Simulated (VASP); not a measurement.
Write the native input for VASP 6.6.1 that does the following.

```yaml
Task: single point
Functional: PBE
Potentials_or_basis: VASP PAW PBE potentials, release 64 (Zn)
Cutoff: 500 eV
k_mesh: 10 × 10 × 10
Occupations: fermi-dirac, width 0.05 eV
Spin: no spin polarisation
Dipole_correction: no
Further_INCAR_settings: ALGO = Normal; EDIFF = 1e-06; NBANDS = 12
```

The structure of Zn lies in POSCAR:

```
Zn
1.0
   -1.5663292005      1.5663292005      1.5663292005
    1.5663292005     -1.5663292005      1.5663292005
    1.5663292005      1.5663292005     -1.5663292005
Zn
1
Direct
    0.0000000000      0.0000000000      0.0000000000
```

This isn't the form of Zn at room conditions, which is hcp.

One way to write it, as run:

INCAR

```
  PREC = Accurate
  ENCUT = 500
  EDIFF = 1E-6
  ISMEAR = -1
  SIGMA = 0.05
  LREAL = False
  LASPH = True
  NELM = 120
  ALGO = Normal
  ISIF = 2
  LWAVE = False
  LCHARG = True
  GGA = PE
  LELF = True
  LVHAR = True
  NBANDS = 12
  GGA_COMPAT = False
```

KPOINTS

```
regular mesh
0
Gamma
  10 10 10
```

Potentials or basis: VASP PAW PBE potentials, release 64 (Zn).

The run is started by

```sh
$ cat potpaw_PBE.64/Zn/POTCAR > POTCAR
$ mpirun -np 1 vasp_std > vasp.out
```

It gave:

```yaml
Pressure: 0.3 GPa
Band_gap_on_the_k_mesh: zero (bands 6 and 7 overlap by 5.18 eV)
```

It took 9.4 s on 1 thread of Intel Xeon 8259CL, on a shared host, peak memory 0.12 GiB.
